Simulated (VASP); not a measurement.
Wanted: the native input for a VASP 6.6.1 run.

* Task: single point
* Functional: PBE
* Potentials or basis: VASP PAW PBE potentials, release 64 (Ge_d)
* Cutoff: 520 eV
* k mesh: 8 × 4 × 4
* Occupations: gaussian, width 0.2 eV
* Spin: no spin polarisation
* Dipole correction: no
* Further INCAR settings: ALGO = Normal; EDIFF = 1e-06; NBANDS = 36

The structure of Ge lies in POSCAR:

```
Ge
1.0
    1.9170100848      1.9169748753      0.0000000000
    0.0000000000      0.0000000000     -5.4214215075
   -3.8340201696      3.8339497506      0.0000000000
Ge
4
Direct
    0.5000000000      0.0000000000      0.7500000000
    0.5000000000      0.5000000000      0.7500000000
    0.5000000000      0.0000000000      0.2500000000
    0.5000000000      0.5000000000      0.2500000000
```

This isn't the form of Ge at room conditions, which is diamond.

The input as run:

INCAR

```
PREC     = Accurate       # precision mode
ENCUT    = 520            # plane-wave cutoff, eV
EDIFF    = 1E-6           # SCF threshold, eV
ISMEAR   = 0              # smearing method
SIGMA    = 0.2            # smearing width, eV
LREAL    = False          # projectors in reciprocal space
LASPH    = True           # aspherical terms in the spheres
NELM     = 100            # most SCF steps
ALGO     = Normal         # electronic algorithm
ISIF     = 2              # what is computed and relaxed
LWAVE    = False          # write WAVECAR
LCHARG   = False          # write CHGCAR
GGA      = PE             # functional
NBANDS   = 36             # bands
```

KPOINTS

```
Automatic mesh
0
Gamma
  8 4 4
```

Potentials or basis: VASP PAW PBE potentials, release 64 (Ge_d).

The run is started by

```console
$ cat potpaw_PBE.64/Ge_d/POTCAR > POTCAR
$ mpirun -np 1 vasp_std > vasp.out
```

It gave:

```json
{
 "Pressure": "1.1 GPa",
 "Band gap on the k mesh": "zero (bands 28 and 29 overlap by 2.74 eV)"
}
```

Run time: 43 s on 1 thread of Intel(R) Xeon(R) 6975P-C (Granite Rapids), on a shared host, peak memory 0.25 GiB.
